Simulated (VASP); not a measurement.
## W: relaxation of cell and atoms with PBE

The system is W.

```
W
1.0
    -1.58234    1.58234    1.58234
     1.58234   -1.58234    1.58234
     1.58234    1.58234   -1.58234
W
1
Cartesian
  0.0000 0.0000 0.0000
```

| Property | Result |
| --- | --- |
| Program | VASP 6.6.1 |
| Task | relaxation of cell and atoms |
| Functional | PBE |
| Potentials or basis | VASP PAW PBE potentials, release 64 (W_sv) |
| Cutoff | 600 eV |
| k mesh | 12 × 12 × 12 |
| Occupations | fermi-dirac, width 0.1 eV |
| Spin | no spin polarisation |
| Dipole correction | no |
| Further INCAR settings | ALGO = Normal; EDIFF = 1e-06; IBRION = 2; EDIFFG = -0.03; NSW = 80; ISIF = 3 |

The relaxed volume is 16.18 Å³/atom and the relaxed cell is a = 2.760 Å, b = 2.760 Å, c = 2.760 Å, α = 109.47°, β = 109.47°, γ = 109.47°. The space group after relaxing (to 0.05 Å) is Im-3m (No. 229) and the energy gained by relaxing is 6.3 meV/atom. The ionic steps are 3. The pressure after relaxing is -0.2 GPa and the band gap on the k mesh is zero (band 7 reaches 16.17 eV, above the bottom of band 8 at 9.95 eV).

Step by step:
```
step  energy change (eV)  largest force (eV/Å)  pressure (GPa)  volume (Å³)
   1              0.0000                0.0000            6.35        15.85
   2              0.0642                0.0000          -18.29        17.33
   3             -0.0063                0.0000           -0.16        16.18
```

Final structure:
```yaml
crystal:
  lattice:
    - [-1.59330, 1.59330, 1.59330]
    - [1.59330, -1.59330, 1.59330]
    - [1.59330, 1.59330, -1.59330]
  atoms:
    - { symbol: W, position: [0.00000, 0.00000, 0.00000] }
```

Levels at points of the mesh, in eV from the Fermi level:
```
           k point  band 3  band 4  band 5  band 6  band 7  band 8  band 9  band 10  band 11
(0.00, 0.00, 0.00)  -37.72  -37.72   -9.44   -1.11   -1.11   -1.11    2.30     2.30    14.56
(0.50, 0.00, 0.00)  -38.11  -37.72   -6.06   -3.38    0.69    2.18    3.13     6.05    10.84
(0.50, 0.50, 0.50)  -38.56  -38.56   -5.59   -5.59    5.10    5.10    5.10     8.17     8.17
```

Wall time 40 s on 1 thread of Intel(R) Xeon(R) Platinum 8375C CPU @ 2.90GHz (Ice Lake), on a shared host, peak memory 0.16 GiB.

Caveat: spin-orbit coupling is left out, which moves the levels of the heavy elements. PBE usually gives volumes a little too large and moduli too small.
